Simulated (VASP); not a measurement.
# Mg (P6_3/mmc) in VASP: single point with PBE

Aim: the single point of Mg with PBE.

Program: VASP 6.6.1. These are calculated values, not measurements. Logs are shortened: lines on timing, memory, paths and dates and some standing lists are left out, and cuts for length are marked.

### Step 1. The cell of the first run

It takes space group P6_3/mmc (No. 194, hexagonal). Conventional cell: a = 3.199 Å, b = 3.199 Å, c = 5.179 Å, α = 90.00°, β = 90.00°, γ = 120.00°. Within 4.2 Å of Mg (site symmetry -6m2) lie 12 Mg at 3.18 to 3.20 Å.

### Step 2. Single point, PBE, non-collinear spin, zero start, spin-orbit coupling

Input file INCAR:

```
SYSTEM = Mg
PREC = Accurate
ENCUT = 520
EDIFF = 1E-6
ISMEAR = -1
SIGMA = 0.05
LREAL = .False.
LASPH = .True.
NELM = 150
ALGO = Normal
ISIF = 2
LWAVE = .False.
LCHARG = .True.
MAGMOM = 0 0 0 0 0 0
LORBIT = 11
LSORBIT = .True.
GGA_COMPAT = .False.
LORBMOM = .True.
GGA = PE
LVHAR = .True.
NBANDS = 16
```

Input file KPOINTS:

```
regular mesh
0
Gamma
  18 18 10
  0 0 0
```

Input file POSCAR:

```
Mg
1.0
    3.1986355953      0.0000000000      0.0000000000
   -1.5993177977      2.7700996830      0.0000000000
    0.0000000000      0.0000000000      5.1789881039
Mg
2
Direct
    0.3333333333      0.6666666667      0.2500000000
    0.6666666667      0.3333333333      0.7500000000
```

Potentials or basis: VASP PAW PBE potentials, release 64 (Mg).

The run is started by

```console
$ cat potpaw_PBE.64/Mg/POTCAR > POTCAR
$ mpirun -np 1 vasp_ncl > vasp.out
```

OUTCAR:

```text
SYSTEM = Mg
   PREC = Accurate
   ENCUT = 520
   EDIFF = 1E-6
   ISMEAR = -1
   LREAL = .False.
   LASPH = .True.
   NELM = 150
   ISIF = 2
   LORBIT = 11
   LSORBIT = .True.
   GGA = PE

 ion  position               nearest neighbor table
   1  0.333  0.667  0.250-   2 3.18   2 3.18   2 3.18   2 3.18   2 3.18   2 3.18
   2  0.667  0.333  0.750-   1 3.18   1 3.18   1 3.18   1 3.18   1 3.18   1 3.18

  LATTYP: Found a hexagonal cell.
 ALAT       =     3.1986355953
 C/A-ratio  =     1.6191241389

  Lattice vectors:

 A1 = (   3.1986355953,   0.0000000000,   0.0000000000)
 A2 = (  -1.5993177977,   2.7700996830,   0.0000000000)
 A3 = (   0.0000000000,   0.0000000000,   5.1789881039)

Analysis of symmetry for initial positions (statically):
=====================================================================
 Subroutine PRICEL returns:
 Original cell was already a primitive cell.

 Routine SETGRP: Setting up the symmetry group for a
 hexagonal supercell.

 Subroutine GETGRP returns: Found 24 space group operations
 (whereof 12 operations were pure point group operations)
 out of a pool of 24 trial point group operations.

The static configuration has the point symmetry D_3d.
 The point group associated with its full space group is D_6h.

Analysis of symmetry for dynamics (positions and initial velocities):
=====================================================================
 Subroutine PRICEL returns:
 Original cell was already a primitive cell.

 Routine SETGRP: Setting up the symmetry group for a
 hexagonal supercell.

 Subroutine GETGRP returns: Found 24 space group operations
 (whereof 12 operations were pure point group operations)
 out of a pool of 24 trial point group operations.

The dynamic configuration has the point symmetry D_3d.
 The point group associated with its full space group is D_6h.

Analysis of structural, dynamic, and magnetic symmetry:
=====================================================================
 Subroutine PRICEL returns:
 Original cell was already a primitive cell.

 Routine SETGRP: Setting up the symmetry group for a
 hexagonal supercell.

 Subroutine GETGRP returns: Found 24 space group operations
 (whereof 12 operations were pure point group operations)
 out of a pool of 24 trial point group operations.

The overall configuration has the point symmetry D_3d.
 The point group associated with its full space group is D_6h.

 Subroutine INISYM returns: Found 24 space group operations
 (whereof 12 operations are pure point group operations),
 and found     1 'primitive' translations

----------------------------------------------------------------------------------------

                                     Primitive cell

  volume of cell :      45.8886

  direct lattice vectors                    reciprocal lattice vectors
     3.198635595  0.000000000  0.000000000     0.312633299  0.180498920  0.000000000
    -1.599317798  2.770099683  0.000000000     0.000000000  0.360997839  0.000000000
     0.000000000  0.000000000  5.178988104     0.000000000  0.000000000  0.193087912

  length of vectors
     3.198635595  3.198635595  5.178988104     0.360997839  0.360997839  0.193087912

  position of ions in fractional coordinates (direct lattice)
     0.333333333  0.666666667  0.250000000
     0.666666667  0.333333333  0.750000000

  ion indices of the primitive-cell ions
   primitive index   ion index
                 1           1
                 2           2

----------------------------------------------------------------------------------------

 KPOINTS: regular mesh

Automatic generation of k-mesh.
 Grid dimensions read from file:
 generate k-points for:   18   18   10

 Generating k-lattice:

[... 103 lines left out ...]

 number of electron       4.0000000 magnetization      -0.0000000      0.0000000      0.0000000

 Free energy of the ion-electron system (eV)
  ---------------------------------------------------
  ext. energy  EPLUGINS =         0.00000000
  ---------------------------------------------------
  free energy    TOTEN  =        -3.01611021 eV

  energy without entropy =       -3.00891644  energy(sigma->0) =       -3.01251333

 E-fermi :   2.6273     XC(G=0):  -8.4927

 val. band max:        2.6195908820   @ k =   0.2778   0.2222   0.2000
 cond. band min:       2.6326366603   @ k =   0.3889   0.1111   0.3000
 fundamental gap:      0.0130457783
 Fermi energy:         2.6273032281

 k-point     1 :       0.0000    0.0000    0.0000
  band No.  band energies     occupation
      1      -4.2976      1.00000
      2      -4.2976      1.00000
      3       0.9658      1.00000
      4       0.9658      1.00000
      5       1.4201      1.00000
      6       1.4201      1.00000
[... 433 lines left out ...]
      3       1.7324      1.00000
      4       1.7324      1.00000
      5       4.6825      0.00000
      6       4.6825      0.00000
[... 8 lines left out ...]
     15      11.7798      0.00000
     16      11.7798      0.00000

 [... further k-points ...]

------------------------ aborting loop because EDIFF is reached ----------------------------------------

  FORCE on cell =-STRESS in cart. coord.  units (eV):
  Direction    XX          YY          ZZ          XY          YZ          ZX
  --------------------------------------------------------------------------------------
  -------------------------------------------------------------------------------------
  Total       -0.0326551     -0.0326551     -0.0399872      0.0000000      0.0000000     -0.0000000
  in kB       -1.1401364     -1.1401364     -1.3961333      0.0000000      0.0000000     -0.0000000
  external PRESSURE =      -1.2254687 kB  Pullay stress =       0.0000000 kB

 VOLUME and BASIS-vectors are now :
 -----------------------------------------------------------------------------
  energy-cutoff  :      520.00
  volume of cell :       45.89
      direct lattice vectors                 reciprocal lattice vectors
     3.198635595  0.000000000  0.000000000     0.312633299  0.180498920  0.000000000
    -1.599317798  2.770099683  0.000000000     0.000000000  0.360997839  0.000000000
     0.000000000  0.000000000  5.178988104     0.000000000  0.000000000  0.193087912

 POSITION                                       TOTAL-FORCE (eV/Angst)
 -----------------------------------------------------------------------------------
     -0.00000      1.84673      1.29475         0.000000     -0.000000      0.000000
      1.59932      0.92337      3.88424        -0.000000      0.000000      0.000000
 -----------------------------------------------------------------------------------
    total drift:                                0.000000     -0.000000      0.000000

  FREE ENERGIE OF THE ION-ELECTRON SYSTEM (eV)
  ---------------------------------------------------
  free  energy   TOTEN  =        -3.0161102092 eV

  energy  without entropy=       -3.0089164439  energy(sigma->0) =       -3.01251333

 orbital moment (x)

 # of ion     p       d       tot
 ----------------------------------------
  1        -0.000   0.000   0.000
  2        -0.000   0.000   0.000
 ----------------------------------------
           -0.000   0.000   0.000

 orbital moment (y)

 # of ion     p       d       tot
 ----------------------------------------
  1         0.000  -0.000   0.000
  2         0.000  -0.000   0.000
 ----------------------------------------
            0.000  -0.000   0.000

 orbital moment (z)

 # of ion     p       d       tot
 ----------------------------------------
  1         0.000   0.000   0.000
  2         0.000   0.000   0.000
 ----------------------------------------
            0.000   0.000   0.000

 Spin-Orbit-Coupling matrix elements

 Ion:    1  E_soc:     -0.0000356
 l=   1
     0.0000000    -0.0000059    -0.0000060
    -0.0000059     0.0000000    -0.0000059
    -0.0000060    -0.0000059     0.0000000
 l=   2
     0.0000000     0.0000000     0.0000000     0.0000000     0.0000000
     0.0000000     0.0000000     0.0000000     0.0000000     0.0000000
     0.0000000     0.0000000     0.0000000     0.0000000     0.0000000
     0.0000000     0.0000000     0.0000000     0.0000000     0.0000000
     0.0000000     0.0000000     0.0000000     0.0000000     0.0000000
 l=   3
     0.0000000     0.0000000     0.0000000     0.0000000     0.0000000     0.0000000     0.0000000
     0.0000000     0.0000000     0.0000000     0.0000000     0.0000000     0.0000000     0.0000000
     0.0000000     0.0000000     0.0000000     0.0000000     0.0000000     0.0000000     0.0000000
     0.0000000     0.0000000     0.0000000     0.0000000     0.0000000     0.0000000     0.0000000
     0.0000000     0.0000000     0.0000000     0.0000000     0.0000000     0.0000000     0.0000000
     0.0000000     0.0000000     0.0000000     0.0000000     0.0000000     0.0000000     0.0000000
     0.0000000     0.0000000     0.0000000     0.0000000     0.0000000     0.0000000     0.0000000

 Ion:    2  E_soc:     -0.0000356
 l=   1
     0.0000000    -0.0000059    -0.0000060
    -0.0000059     0.0000000    -0.0000059
    -0.0000060    -0.0000059     0.0000000
 l=   2
     0.0000000     0.0000000     0.0000000     0.0000000     0.0000000
     0.0000000     0.0000000     0.0000000     0.0000000     0.0000000
     0.0000000     0.0000000     0.0000000     0.0000000     0.0000000
     0.0000000     0.0000000     0.0000000     0.0000000     0.0000000
     0.0000000     0.0000000     0.0000000     0.0000000     0.0000000
 l=   3
     0.0000000     0.0000000     0.0000000     0.0000000     0.0000000     0.0000000     0.0000000
     0.0000000     0.0000000     0.0000000     0.0000000     0.0000000     0.0000000     0.0000000
     0.0000000     0.0000000     0.0000000     0.0000000     0.0000000     0.0000000     0.0000000
     0.0000000     0.0000000     0.0000000     0.0000000     0.0000000     0.0000000     0.0000000
     0.0000000     0.0000000     0.0000000     0.0000000     0.0000000     0.0000000     0.0000000
     0.0000000     0.0000000     0.0000000     0.0000000     0.0000000     0.0000000     0.0000000
     0.0000000     0.0000000     0.0000000     0.0000000     0.0000000     0.0000000     0.0000000

 total charge

# of ion       s       p       d       tot
------------------------------------------
    1        0.208   0.126   0.011   0.346
    2        0.208   0.126   0.011   0.346
--------------------------------------------------
tot          0.417   0.253   0.023   0.692

 magnetization (x)

# of ion       s       p       d       tot
------------------------------------------
    1        0.000   0.000   0.000   0.000
    2        0.000   0.000   0.000   0.000
--------------------------------------------------
tot          0.000   0.000   0.000   0.000

 magnetization (y)

# of ion       s       p       d       tot
------------------------------------------
    1        0.000   0.000   0.000   0.000
    2        0.000   0.000   0.000   0.000
--------------------------------------------------
tot          0.000   0.000   0.000   0.000

 magnetization (z)

# of ion       s       p       d       tot
------------------------------------------
    1        0.000   0.000   0.000   0.000
    2        0.000   0.000   0.000   0.000
--------------------------------------------------
tot          0.000   0.000   0.000   0.000
```

Wall time 4.1 min (1 thread of Intel Xeon 8259CL, shared host); peak memory 0.41 GiB.

What came out:

```yaml
Free_energy: -3.0161 eV
Pressure: -0.1 GPa
Net_moment: 0.00 μB per cell
Valence_electrons_inside_the_program's_atomic_spheres: Mg 0.35
```

Moments on the atoms (μB; x, y, z):
```
Mg  0.00 0.00 0.00
Mg  0.00 0.00 0.00
```
